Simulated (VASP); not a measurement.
A run of VASP 6.6.1:

Contents of INCAR:

```
  PREC = Accurate
  ENCUT = 520
  EDIFF = 1E-6
  ISMEAR = 0
  SIGMA = 0.01
  LREAL = F
  LASPH = T
  NELM = 100
  ALGO = Normal
  ISIF = 2
  LWAVE = F
  LCHARG = F
  GGA = PE
  NBANDS = 28
```

Contents of KPOINTS:

```
Automatic mesh
0
Gamma
  4 4 4
```

Contents of POSCAR:

```
PbO
1.0
    4.0884000000      0.0213400000     -0.0363700000
    0.0213400000      4.0448500000     -0.0006000000
   -0.0456700000     -0.0007600000      4.8219500000
Pb O
2 2
Direct
    0.9951700000      0.5062700000      0.2394100000
    0.4996600000      0.9989200000      0.7588100000
    0.0039900000      0.0062800000      0.9975200000
    0.5013529332      0.5015695720      0.0002915607
```

Potentials or basis: VASP PAW PBE potentials, release 64 (Pb_d, O).

The run is started by

```bash
$ cat potpaw_PBE.64/Pb_d/POTCAR potpaw_PBE.64/O/POTCAR > POTCAR
$ mpirun -np 1 vasp_std > vasp.out
```

Hardware: 1 thread of AMD EPYC 7R13, on a shared host.

Task: How long does it take, and how much memory?

Result: Run time: 94 s on 1 thread of AMD EPYC 7R13, with other jobs on the host, peak memory 0.18 GiB. Counts: scf iterations 15, k points 36.
